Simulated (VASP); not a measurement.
# AgCl (Pm-3m) in VASP: a series of runs

Runs on AgCl. Level: r2SCAN. Tasks: single point.

Program: VASP 6.6.1. These are calculated values, not measurements. Logs are shortened: lines on timing, memory, paths and dates and some standing lists are left out, and cuts for length are marked.

### 1 The cell of the first run

It takes space group Pm-3m (No. 221, cubic). The conventional cell has a = 3.396 Å, b = 3.396 Å, c = 3.396 Å, α = 90.00°, β = 90.00°, γ = 90.00°. Within 3.9 Å of Ag (site symmetry m-3m) lie 8 Cl at 2.94 Å and 6 Ag at 3.40 Å. Within 3.9 Å of Cl (site symmetry m-3m) lie 8 Ag at 2.94 Å and 6 Cl at 3.40 Å.

### 2 Single point, r2SCAN

POSCAR

```
AgCl
1.0
    3.3955880382      0.0000000000      0.0000000000
    0.0000000000      3.3955880382      0.0000000000
    0.0000000000      0.0000000000      3.3955880382
Ag Cl
1 1
Direct
    0.0000000000      0.0000000000      0.0000000000
    0.5000000000      0.5000000000      0.5000000000
```

INCAR.step1

```
ALGO = Normal
EDIFF = 1E-4
ENCUT = 520
GGA = PE
ISMEAR = 0
LASPH = T
LCHARG = F
LREAL = F
LWAVE = T
NBANDS = 16
NELM = 60
PREC = Accurate
SIGMA = 0.01
```

INCAR.step2

```
ALGO = Normal
EDIFF = 1E-6
ENCUT = 520
ISIF = 2
ISMEAR = 0
ISTART = 1
LASPH = T
LCHARG = F
LMIXTAU = T
LREAL = F
LWAVE = F
METAGGA = R2SCAN
NBANDS = 16
NELM = 60
PREC = Accurate
SIGMA = 0.01
```

KPOINTS

```
k-points
0
Gamma
  6 6 6
```

Potentials or basis: VASP PAW PBE potentials, release 64 (Ag, Cl).

On the command line:

```
cat potpaw_PBE.64/Ag/POTCAR potpaw_PBE.64/Cl/POTCAR > POTCAR
cp INCAR.step1 INCAR
mpirun -np 1 vasp_std > vasp.out
cp INCAR.step2 INCAR
mpirun -np 1 vasp_std > vasp.out
```

OUTCAR:

```text
EDIFF = 1E-6
   ENCUT = 520
   ISIF = 2
   ISMEAR = 0
   ISTART = 1
   LASPH = T
   LREAL = F
   METAGGA = R2SCAN
   NELM = 60
   PREC = Accurate

 ion  position               nearest neighbor table
   1  0.000  0.000  0.000-   2 2.94   2 2.94   2 2.94   2 2.94   2 2.94   2 2.94   2 2.94   2 2.94

   2  0.500  0.500  0.500-   1 2.94   1 2.94   1 2.94   1 2.94   1 2.94   1 2.94   1 2.94   1 2.94

  LATTYP: Found a simple cubic cell.
 ALAT       =     3.3955880382

  Lattice vectors:

 A1 = (   3.3955880382,   0.0000000000,   0.0000000000)
 A2 = (   0.0000000000,   3.3955880382,   0.0000000000)
 A3 = (   0.0000000000,   0.0000000000,   3.3955880382)

Analysis of symmetry for initial positions (statically):
=====================================================================
 Subroutine PRICEL returns:
 Original cell was already a primitive cell.

 Routine SETGRP: Setting up the symmetry group for a
 simple cubic supercell.

 Subroutine GETGRP returns: Found 48 space group operations
 (whereof 48 operations were pure point group operations)
 out of a pool of 48 trial point group operations.

The static configuration has the point symmetry O_h .

Analysis of symmetry for dynamics (positions and initial velocities):
=====================================================================
 Subroutine PRICEL returns:
 Original cell was already a primitive cell.

 Routine SETGRP: Setting up the symmetry group for a
 simple cubic supercell.

 Subroutine GETGRP returns: Found 48 space group operations
 (whereof 48 operations were pure point group operations)
 out of a pool of 48 trial point group operations.

The dynamic configuration has the point symmetry O_h .

 Subroutine INISYM returns: Found 48 space group operations
 (whereof 48 operations are pure point group operations),
 and found     1 'primitive' translations

----------------------------------------------------------------------------------------

                                     Primitive cell

  volume of cell :      39.1512

  direct lattice vectors                    reciprocal lattice vectors
     3.395588038  0.000000000  0.000000000     0.294499801  0.000000000  0.000000000
     0.000000000  3.395588038  0.000000000     0.000000000  0.294499801  0.000000000
     0.000000000  0.000000000  3.395588038     0.000000000  0.000000000  0.294499801

  length of vectors
     3.395588038  3.395588038  3.395588038     0.294499801  0.294499801  0.294499801

[... 74 lines left out ...]
   NELM   =     60;   NELMIN=  2; NELMDL=  0     # of ELM steps
   EDIFF  = 0.1E-05   stopping-criterion for ELM
   LREAL  =      F    real-space projection
   EDIFFG = 0.1E-04   stopping-criterion for IOM
   NSW    =      0    number of steps for IOM
   IBRION =     -1    ionic relax: 0-MD 1-quasi-New 2-CG
   NFREE  =      0    steps in history (QN), initial steepest desc. (CG)
   ISIF   =      2    stress and relaxation
   ISYM   =      2    0-nonsym 1-usesym 2-fastsym
   POTIM  = 0.5000    time-step for ionic-motion
   TEBEG  =    0.0;   TEEND  =   0.0 temperature during run
   PSTRESS=    0.0 pullay stress
   NELECT =      18.0000    total number of electrons
   NUPDOWN=      -1.0000    fix difference up-down
   EMIN   =  10.00;   EMAX   =-10.00  energy-range for DOS
   EFERMI =   0.00;   METHOD = LEGACY
   ISMEAR =     0;   SIGMA  =   0.01  broadening in eV -4-tet -1-fermi 0-gaus
   EFERMI_NEDOS =   21; number of points for ismear=-14 and -15
   IALGO  =     38    algorithm
   IMIX   =      4    mixing-type and parameters
     AMIX     =   0.40;   BMIX     =  1.00
     AMIX_MAG =   1.60;   BMIX_MAG =  1.00
  volume/ion in A,a.u.               =      19.58       132.10
  Fermi-wavevector in a.u.,A,eV,Ry     =   1.263525  2.387717 21.721655  1.596497
  Thomas-Fermi vector in A             =   2.396878
   LORBIT       =      0    0 simple, 1 ext, 2 COOP (PROOUT), +10 PAW based schemes
   METAGGA = R2SCAN    functional components
   LHFCALC =     F    Hartree Fock is set to
   AEXX    =    0.0000 exact exchange contribution
   IVDW    =     0    specifies the selected vdW correction
   LEPSILON=     F    determine dielectric tensor
   LRPA    =     F    only Hartree local field effects (RPA)
 non-spin polarized calculation
 Gauss-broadening in eV      SIGMA  =   0.01
  energy-cutoff  :      520.00
  volume of cell :       39.15
 maximum number of plane-waves:      1068
 NGX is ok and might be reduce to    28
   NGX = 13   NGY = 13   NGZ = 13

 number of electron      18.0000002 magnetization

 Free energy of the ion-electron system (eV)
  ---------------------------------------------------
  ext. energy  EPLUGINS =         0.00000000
  ---------------------------------------------------
  free energy    TOTEN  =       -28.39891161 eV

  energy without entropy =      -28.39891161  energy(sigma->0) =      -28.39891161

 E-fermi :   4.1623     XC(G=0): -11.0630

 val. band max:        4.0112774020   @ k =   0.5000   0.0000   0.0000
 cond. band min:       5.1969845874   @ k =   0.0000   0.0000   0.0000
 fundamental gap:      1.1857071854
 Fermi energy:         4.1622526690

 k-point     1 :       0.0000    0.0000    0.0000
  band No.  band energies     occupation
      1     -11.3838      2.00000
      2       1.1793      2.00000
      3       1.1793      2.00000
      4       2.1696      2.00000
      5       2.1696      2.00000
      6       2.1696      2.00000
[... 357 lines left out ...]
      3      -0.6065      2.00000
      4      -0.6065      2.00000
      5       2.5023      2.00000
      6       2.5023      2.00000
[... 8 lines left out ...]
     15      22.9500      0.00000
     16      22.9500      0.00000

------------------------ aborting loop because EDIFF is reached ----------------------------------------

  FORCE on cell =-STRESS in cart. coord.  units (eV):
  Direction    XX          YY          ZZ          XY          YZ          ZX
  --------------------------------------------------------------------------------------
  -------------------------------------------------------------------------------------
  Total       -0.0275943     -0.0275943     -0.0275943      0.0000000      0.0000000      0.0000000
  in kB       -1.1292383     -1.1292383     -1.1292383      0.0000000      0.0000000      0.0000000
  external PRESSURE =      -1.1292383 kB  Pullay stress =       0.0000000 kB

 VOLUME and BASIS-vectors are now :
 -----------------------------------------------------------------------------
  energy-cutoff  :      520.00
  volume of cell :       39.15
      direct lattice vectors                 reciprocal lattice vectors
     3.395588038  0.000000000  0.000000000     0.294499801  0.000000000  0.000000000
     0.000000000  3.395588038  0.000000000     0.000000000  0.294499801  0.000000000
     0.000000000  0.000000000  3.395588038     0.000000000  0.000000000  0.294499801

 POSITION                                       TOTAL-FORCE (eV/Angst)
 -----------------------------------------------------------------------------------
      0.00000      0.00000      0.00000         0.000000      0.000000      0.000000
      1.69779      1.69779      1.69779         0.000000      0.000000      0.000000
 -----------------------------------------------------------------------------------
    total drift:                               -0.000000      0.000000      0.000000

  FREE ENERGIE OF THE ION-ELECTRON SYSTEM (eV)
  ---------------------------------------------------
  free  energy   TOTEN  =       -28.3989116100 eV

  energy  without entropy=      -28.3989116100  energy(sigma->0) =      -28.39891161
```

Wall time 96 s (1 thread of Intel Xeon 8259CL, shared host); peak memory 0.17 GiB.

What came out:

```
Free energy            : -28.3989 eV
Pressure               : -0.1 GPa
Band gap on the k mesh : 1.19 eV (least direct gap 2.86 eV)
```

Caveat: the PAW data sets were made with another functional, which shifts forces and pressure a little.

### 3 Single point, r2SCAN (20.16 Å³/atom)

This run uses another cell than the first one, of 20.16 Å³/atom.

POSCAR

```
AgCl
1.0
    3.4292099084      0.0000000000      0.0000000000
    0.0000000000      3.4292099084      0.0000000000
    0.0000000000      0.0000000000      3.4292099084
Ag Cl
1 1
Direct
    0.0000000000      0.0000000000      0.0000000000
    0.5000000000      0.5000000000      0.5000000000
```

INCAR.step1

```
PREC = Accurate ; ENCUT = 520
ISMEAR = 0 ; SIGMA = 0.01
LREAL = False ; LASPH = True
NELM = 60 ; NBANDS = 16
GGA = PE ; ALGO = Normal
EDIFF = 1E-4 ; LWAVE = True
LCHARG = False
```

INCAR.step2

```
PREC = Accurate ; ENCUT = 520
EDIFF = 1E-7 ; ISMEAR = 0
SIGMA = 0.01 ; LREAL = False
LASPH = True ; NELM = 60
ALGO = Normal ; ISIF = 2
LWAVE = False ; LCHARG = True
METAGGA = R2SCAN ; LMIXTAU = True
LELF = True ; LVHAR = True
NBANDS = 16 ; ISTART = 1
```

KPOINTS

```
regular mesh
0
Gamma
  6 6 6
```

Potentials or basis: VASP PAW PBE potentials, release 64 (Ag, Cl).

On the command line:

```
cat potpaw_PBE.64/Ag/POTCAR potpaw_PBE.64/Cl/POTCAR > POTCAR
cp INCAR.step1 INCAR
mpirun -np 1 vasp_std > vasp.out
cp INCAR.step2 INCAR
mpirun -np 1 vasp_std > vasp.out
```

OUTCAR:

```text
PREC = Accurate
   ENCUT = 520
   EDIFF = 1E-7
   ISMEAR = 0
   LREAL = False
   LASPH = True
   NELM = 60
   ISIF = 2
   METAGGA = R2SCAN
   ISTART = 1

 ion  position               nearest neighbor table
   1  0.000  0.000  0.000-   2 2.97   2 2.97   2 2.97   2 2.97   2 2.97   2 2.97   2 2.97   2 2.97

   2  0.500  0.500  0.500-   1 2.97   1 2.97   1 2.97   1 2.97   1 2.97   1 2.97   1 2.97   1 2.97

  LATTYP: Found a simple cubic cell.
 ALAT       =     3.4292099084

  Lattice vectors:

[... 561 lines left out ...]
------------------------ aborting loop because EDIFF is reached ----------------------------------------

  FORCE on cell =-STRESS in cart. coord.  units (eV):
  Direction    XX          YY          ZZ          XY          YZ          ZX
  --------------------------------------------------------------------------------------
  -------------------------------------------------------------------------------------
  Total       -0.4207831     -0.4207831     -0.4207831      0.0000000      0.0000000      0.0000000
  in kB      -16.7180901    -16.7180901    -16.7180901      0.0000000      0.0000000      0.0000000
  external PRESSURE =     -16.7180901 kB  Pullay stress =       0.0000000 kB

 VOLUME and BASIS-vectors are now :
 -----------------------------------------------------------------------------
  energy-cutoff  :      520.00
  volume of cell :       40.33
      direct lattice vectors                 reciprocal lattice vectors
     3.429209908  0.000000000  0.000000000     0.291612362  0.000000000  0.000000000
     0.000000000  3.429209908  0.000000000     0.000000000  0.291612362  0.000000000
     0.000000000  0.000000000  3.429209908     0.000000000  0.000000000  0.291612362

 POSITION                                       TOTAL-FORCE (eV/Angst)
 -----------------------------------------------------------------------------------
      0.00000      0.00000      0.00000         0.000000      0.000000      0.000000
      1.71460      1.71460      1.71460         0.000000      0.000000      0.000000
 -----------------------------------------------------------------------------------
    total drift:                               -0.000000      0.000000      0.000000

  FREE ENERGIE OF THE ION-ELECTRON SYSTEM (eV)
  ---------------------------------------------------
  free  energy   TOTEN  =       -28.3929133634 eV

  energy  without entropy=      -28.3929133634  energy(sigma->0) =      -28.39291336
```

OUTCAR.step1:

```text
PREC = Accurate
   ENCUT = 520
   ISMEAR = 0
   LREAL = False
   LASPH = True
[... 596 lines left out ...]
      0.00000      0.00000      0.00000         0.000000      0.000000      0.000000
      1.71460      1.71460      1.71460         0.000000      0.000000      0.000000
 -----------------------------------------------------------------------------------
    total drift:                               -0.000000      0.000000      0.000000

  FREE ENERGIE OF THE ION-ELECTRON SYSTEM (eV)
  ---------------------------------------------------
  free  energy   TOTEN  =        -5.1202192550 eV

  energy  without entropy=       -5.1202192550  energy(sigma->0) =       -5.12021925
```

OSZICAR.step1:

```text
N       E                     dE             d eps       ncg     rms          rms(c)
DAV:   1     0.971079370070E+02    0.97108E+02   -0.87029E+03   656   0.102E+03
DAV:   2    -0.221740440256E+01   -0.99325E+02   -0.91359E+02   816   0.221E+02
DAV:   3    -0.540100078505E+01   -0.31836E+01   -0.31769E+01   768   0.421E+01
DAV:   4    -0.542184847258E+01   -0.20848E-01   -0.20846E-01   856   0.366E+00
DAV:   5    -0.542210197487E+01   -0.25350E-03   -0.25350E-03   776   0.393E-01    0.544E+00
DAV:   6    -0.513340231255E+01    0.28870E+00   -0.36002E-01   792   0.847E+00    0.365E+00
DAV:   7    -0.512390217680E+01    0.95001E-02   -0.13549E-01   672   0.245E+00    0.206E+00
DAV:   8    -0.512048450219E+01    0.34177E-02   -0.73428E-03   736   0.858E-01    0.395E-01
DAV:   9    -0.512018611127E+01    0.29839E-03   -0.68374E-04   832   0.394E-01    0.568E-02
DAV:  10    -0.512021925497E+01   -0.33144E-04   -0.12777E-04   416   0.119E-01
   1 F= -.51202193E+01 E0= -.51202193E+01  d E =-.148920E-73
```

Wall time 91 s (1 thread of Intel Xeon 8259CL, shared host); peak memory 0.17 GiB.

What came out:

| Property | Result |
| --- | --- |
| Free energy | -28.3929 eV |
| Pressure | -1.7 GPa |
| Band gap on the k mesh | 1.17 eV (least direct gap 2.74 eV) |

Caveat: the PAW data sets were made with another functional, which shifts forces and pressure a little.
